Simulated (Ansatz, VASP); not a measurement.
# O: VASP beside Ansatz

Contents of INCAR:

```
SYSTEM = O
PREC = Accurate ; ENCUT = 520
EDIFF = 1E-7 ; ISMEAR = -1
SIGMA = 0.05 ; LREAL = .FALSE.
LASPH = .TRUE. ; NELM = 150
ALGO = Normal ; ISIF = 2
LWAVE = .FALSE. ; LCHARG = .TRUE.
ISPIN = 2 ; MAGMOM = 0.6 -0.6 0.6 -0.6
LORBIT = 11 ; GGA = PE
LELF = .TRUE. ; LVHAR = .TRUE.
NBANDS = 24
```

Contents of KPOINTS:

```
Automatic mesh
0
G
  6 8 5
  0 0 0
```

POSCAR

```
O
1.0
   -2.3944914034      0.0000000000      3.6470501824
    0.0000000000     -3.3248318800      0.0000000000
    3.3083143032      0.0000000000      3.6470501824
O
4
Direct
    0.1301201900      0.0000000000      0.0254538300
    0.6301201900      0.5000000000      0.5254538300
    0.8698798100      0.0000000000      0.9745461700
    0.3698798100      0.5000000000      0.4745461700
```

Input for Ansatz:

```yaml
crystal:
  lattice:
    - [-2.3944914034, 0.0, 3.6470501824]
    - [0.0, -3.32483188, 0.0]
    - [3.3083143032, 0.0, 3.6470501824]
  atoms:
    - { symbol: O, position: [0.13012019, 0.0, 0.02545383], spin: 0.6 }
    - { symbol: O, position: [0.63012019, 0.5, 0.52545383], spin: -0.6 }
    - { symbol: O, position: [0.86987981, 0.0, 0.97454617], spin: 0.6 }
    - { symbol: O, position: [0.36987981, 0.5, 0.47454617], spin: -0.6 }
magnetization:
  spin_polarized: true
kpoints:
  mp_grid: { grid: [6, 8, 5] }
scf:
  occupations: { method: fermi_dirac, width: 0.05 }
  lower_state_search: "off"
hamiltonian:
  xc: pbe
  pseudopotentials: { kind: paw }
output:
  forces: true
  stress: true
  eigenvalues: true
  populations: true
  write_density: true
  write_potential: true
  elf: true
  volumetric_format: npy
```

Alike in both runs: task single point; functional PBE; k mesh 6 × 8 × 5; occupations fermi-dirac, width 0.05 eV; collinear spin.

```csv
,VASP,Ansatz
version,VASP 6.6.1,Ansatz 0.2.0
potentials or method,"VASP PAW PBE potentials, release 64 (O)","PAW with Ansatz's default frozen-core files, scalar-relativistic"
plane-wave cutoff (eV),520,420
valence electrons in the cell,24,24
```

```csv
,VASP,Ansatz,Ansatz less VASP
pressure (GPa),2.2,0.4,-1.77
"traceless stress, the component that is largest in VASP (GPa)",1.77,-1.50,-3.269
rms of the force components (eV/Å),0.432,0.208,-0.2244
net moment per atom (μB),0.00,0.00,0.000
size of the moment on the site where the two differ most (μB),0.80,0.55,-0.247
```

Site moments also hang on the region over which each program counts them. Atom by atom the forces differ by 0.635 eV/Å (rms over components). The functional is the same, so the differences come from potentials, cutoffs and numerics.

Noted on VASP's run: the standard files for N, O and F lose accuracy on very short bonds.
